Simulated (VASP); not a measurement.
# C (P6_3/mmc) in VASP: further runs, part 2 of 2

VASP 6.6.1. Earlier steps stand in the parts before.

## (3) Single point, PBEsol (strained cell)

Contents of INCAR:

```
SYSTEM = C
  PREC = Accurate
  ENCUT = 1300
  EDIFF = 1E-6
  ISMEAR = 0
  SIGMA = 0.02
  LREAL = .False.
  LASPH = .True.
  NELM = 120
  ALGO = Normal
  ISIF = 2
  LWAVE = .False.
  LCHARG = .True.
  GGA = PS
  LELF = .True.
  LVHAR = .True.
  NBANDS = 16
  GGA_COMPAT = .False.
```

Contents of KPOINTS:

```
Automatic mesh
0
Gamma
  9 9 6
  0 0 0
```

Contents of POSCAR:

```
C
1.0
    2.4990941174      0.0000000000      0.0000000000
   -1.2495470587      2.1642789922      0.0000000000
    0.0000000000      0.0000000000      4.1189829179
C
4
Direct
    0.3333333333      0.6666666667     -0.0002589786
    0.6666666667      0.3333333333      0.4997410214
    0.3333333333      0.6666666667      0.3742589786
    0.6666666667      0.3333333333      0.8742589786
```

Potentials or basis: VASP PAW PBE potentials, release 64 (C_h).

The run is started by

```sh
$ cat potpaw_PBE.64/C_h/POTCAR > POTCAR
$ mpirun -np 1 vasp_std > vasp.out
```

OUTCAR:

```text
SYSTEM = C
   PREC = Accurate
   ENCUT = 1300
   EDIFF = 1E-6
   ISMEAR = 0
   LREAL = .False.
   LASPH = .True.
   NELM = 120
   ISIF = 2
   GGA = PS

 ion  position               nearest neighbor table
   1  0.333  0.667  1.000-
   2  0.667  0.333  0.500-
   3  0.333  0.667  0.374-
   4  0.667  0.333  0.874-

  LATTYP: Found a hexagonal cell.
 ALAT       =     2.4990941174
 C/A-ratio  =     1.6481903940

  Lattice vectors:

 A1 = (   2.4990941174,   0.0000000000,   0.0000000000)
 A2 = (  -1.2495470587,   2.1642789922,   0.0000000000)
 A3 = (   0.0000000000,   0.0000000000,   4.1189829179)

Analysis of symmetry for initial positions (statically):
=====================================================================
 Subroutine PRICEL returns:
 Original cell was already a primitive cell.

 Routine SETGRP: Setting up the symmetry group for a
 hexagonal supercell.

 Subroutine GETGRP returns: Found 24 space group operations
 (whereof  6 operations were pure point group operations)
 out of a pool of 24 trial point group operations.

The static configuration has the point symmetry C_3v.
 The point group associated with its full space group is D_6h.

Analysis of symmetry for dynamics (positions and initial velocities):
=====================================================================
 Subroutine PRICEL returns:
 Original cell was already a primitive cell.

 Routine SETGRP: Setting up the symmetry group for a
 hexagonal supercell.

[... 122 lines left out ...]
   EMIN   =  10.00;   EMAX   =-10.00  energy-range for DOS
   EFERMI =   0.00;   METHOD = LEGACY
   ISMEAR =     0;   SIGMA  =   0.02  broadening in eV -4-tet -1-fermi 0-gaus
   EFERMI_NEDOS =   21; number of points for ismear=-14 and -15
   IALGO  =     38    algorithm
   IMIX   =      4    mixing-type and parameters
     AMIX     =   0.40;   BMIX     =  1.00
     AMIX_MAG =   1.60;   BMIX_MAG =  1.00
  volume/ion in A,a.u.               =       5.57        37.59
  Fermi-wavevector in a.u.,A,eV,Ry     =   1.466064  2.770459 29.243589  2.149343
  Thomas-Fermi vector in A             =   2.581846
   LORBIT       =      0    0 simple, 1 ext, 2 COOP (PROOUT), +10 PAW based schemes
   GGA     = PS    functional components
   LHFCALC =     F    Hartree Fock is set to
   AEXX    =    0.0000 exact exchange contribution
   IVDW    =     0    specifies the selected vdW correction
   LEPSILON=     F    determine dielectric tensor
   LRPA    =     F    only Hartree local field effects (RPA)
 non-spin polarized calculation
 Gauss-broadening in eV      SIGMA  =   0.02
  energy-cutoff  :     1300.00
  volume of cell :       22.28
 maximum number of plane-waves:      2400
 NGX is ok and might be reduce to    30
   NGX = 15   NGY = 15   NGZ = 25

 number of electron      16.0000000 magnetization

 Free energy of the ion-electron system (eV)
  ---------------------------------------------------
  ext. energy  EPLUGINS =         0.00000000
  ---------------------------------------------------
  free energy    TOTEN  =       -38.44844579 eV

  energy without entropy =      -38.44844579  energy(sigma->0) =      -38.44844579

 E-fermi :  11.6351     XC(G=0): -13.6580

 val. band max:       11.5178099051   @ k =   0.0000   0.0000   0.0000
 cond. band min:      14.5492379524   @ k =   0.3333   0.3333   0.0000
 fundamental gap:      3.0314280474
 Fermi energy:        11.6350864525

 k-point     1 :       0.0000    0.0000    0.0000
  band No.  band energies     occupation
      1     -10.5815      2.00000
      2      -4.7073      2.00000
      3      -2.5016      2.00000
      4       8.2544      2.00000
      5       8.2544      2.00000
      6      11.0081      2.00000
[... 433 lines left out ...]
      3       0.2424      2.00000
      4       0.9042      2.00000
      5       0.9042      2.00000
      6       3.9047      2.00000
[... 8 lines left out ...]
     15      27.1748      0.00000
     16      27.1748      0.00000

 [... further k-points ...]

------------------------ aborting loop because EDIFF is reached ----------------------------------------

  FORCE on cell =-STRESS in cart. coord.  units (eV):
  Direction    XX          YY          ZZ          XY          YZ          ZX
  --------------------------------------------------------------------------------------
  -------------------------------------------------------------------------------------
  Total        0.0276374      0.0276374      1.9533461     -0.0000000     -0.0000000      0.0000000
  in kB        1.9875693      1.9875693    140.4765798     -0.0000000     -0.0000000      0.0000000
  external PRESSURE =      48.1505728 kB  Pullay stress =       0.0000000 kB

 VOLUME and BASIS-vectors are now :
 -----------------------------------------------------------------------------
  energy-cutoff  :     1300.00
  volume of cell :       22.28
      direct lattice vectors                 reciprocal lattice vectors
     2.499094117  0.000000000  0.000000000     0.400144994  0.231023820  0.000000000
    -1.249547059  2.164278992  0.000000000     0.000000000  0.462047640  0.000000000
     0.000000000  0.000000000  4.118982918     0.000000000  0.000000000  0.242778380

 POSITION                                       TOTAL-FORCE (eV/Angst)
 -----------------------------------------------------------------------------------
     -0.00000      1.44285      4.11792        -0.000000     -0.000000     -0.000510
      1.24955      0.72143      2.05842         0.000000      0.000000     -0.000510
     -0.00000      1.44285      1.54157        -0.000000     -0.000000      0.000510
      1.24955      0.72143      3.60106         0.000000      0.000000      0.000510
 -----------------------------------------------------------------------------------
    total drift:                               -0.000000      0.000000      0.000002

  FREE ENERGIE OF THE ION-ELECTRON SYSTEM (eV)
  ---------------------------------------------------
  free  energy   TOTEN  =       -38.4484457918 eV

  energy  without entropy=      -38.4484457918  energy(sigma->0) =      -38.44844579
```

stdout:

```text
POSCAR found type information on POSCAR C
 POSCAR found :  1 types and       4 ions
 scaLAPACK will be used
 -----------------------------------------------------------------------------
|                                                                             |
|                                                                             |
|     You enforced a specific xc type in the INCAR file but a different       |
|     I HOPE YOU KNOW WHAT YOU ARE DOING!                                     |
|                                                                             |
 -----------------------------------------------------------------------------

 LDA part: xc-table for (Slater+PW92), standard interpolation
 POSCAR, INCAR and KPOINTS ok, starting setup
 FFT: planning ... GRIDC
 FFT: planning ... GRID_SOFT
 FFT: planning ... GRID
 WAVECAR not read
 entering main loop
```

Wall time 23 s (1 thread of Intel Xeon 6975P-C (Granite Rapids), shared host); peak memory 0.21 GiB.

What came out:

```yaml
Free_energy: -38.4484 eV
Pressure: 4.8 GPa
Band_gap_on_the_k_mesh: 3.03 eV (least direct gap 4.81 eV)
```

Levels at points of the mesh, in eV from the valence-band top:
| k point | band 4 | band 5 | band 6 | band 7 | band 8 | band 9 | band 10 | band 11 | band 12 | band 13 |
| --- | --- | --- | --- | --- | --- | --- | --- | --- | --- | --- |
| (0.00, 0.00, 0.00) | -3.26 | -3.26 | -0.51 | 0.00 | 0.00 | 4.81 | 4.81 | 5.60 | 8.07 | 9.59 |
| (0.00, 0.00, 0.50) | -7.07 | -1.97 | -1.97 | -1.97 | -1.97 | 7.20 | 7.20 | 7.20 | 7.20 | 7.62 |

Caveat: the cell differs from its parent crystal (strained cell); the stress differs along the axes, from 0 to 14 GPa; the PAW data sets were made with another functional, which shifts forces and pressure a little. A k mesh can miss the band edges.

## (4) Single point, PBEsol (strained cell)

Contents of INCAR:

```
SYSTEM = C
PREC = Accurate
ENCUT = 1300
EDIFF = 1E-6
ISMEAR = 0
SIGMA = 0.02
LREAL = .FALSE.
LASPH = .TRUE.
NELM = 120
ALGO = Normal
ISIF = 2
LWAVE = .FALSE.
LCHARG = .FALSE.
GGA = PS
NBANDS = 16
GGA_COMPAT = .FALSE.
```

Contents of KPOINTS:

```
regular mesh
0
G
  9 9 6
  0 0 0
```

Changes to POSCAR since step 3:

```diff
@@ -2,4 +2,4 @@
 1.0
-    2.4990941174      0.0000000000      0.0000000000
-   -1.2495470587      2.1642789922      0.0000000000
+    2.4991315045      0.0000000000      0.0000000000
+   -1.2495657522      2.1643113703      0.0000000000
     0.0000000000      0.0000000000      4.1189829179
```

The run is started by

```sh
$ cat potpaw_PBE.64/C_h/POTCAR > POTCAR
$ mpirun -np 1 vasp_std > vasp.out
```

Run time: 38 s. Hardware: 1 thread of Intel Xeon Platinum 8375C at 2.90GHz (Ice Lake), shared host; peak memory 0.2 GiB.

Results (log left out):

- Free energy: -38.4484 eV
- Pressure: 4.8 GPa
- Band gap on the k mesh: 3.03 eV (least direct gap 4.81 eV)

Stress tensor (GPa, compression positive):
```
 0.18  0.00  0.00
 0.00  0.18  0.00
 0.00  0.00 14.05
```

Levels at points of the mesh, in eV from the valence-band top:
```tsv
k point	band 6	band 7	band 8	band 9	band 10	band 11
(0.00, 0.00, 0.00)	-0.51	0.00	0.00	4.81	4.81	5.60
(0.00, 0.00, 0.50)	-1.97	-1.97	-1.97	7.20	7.20	7.20
```

Caveat: the cell differs from its parent crystal (strained cell); the stress differs along the axes, from 0 to 14 GPa; the PAW data sets were made with another functional, which shifts forces and pressure a little.
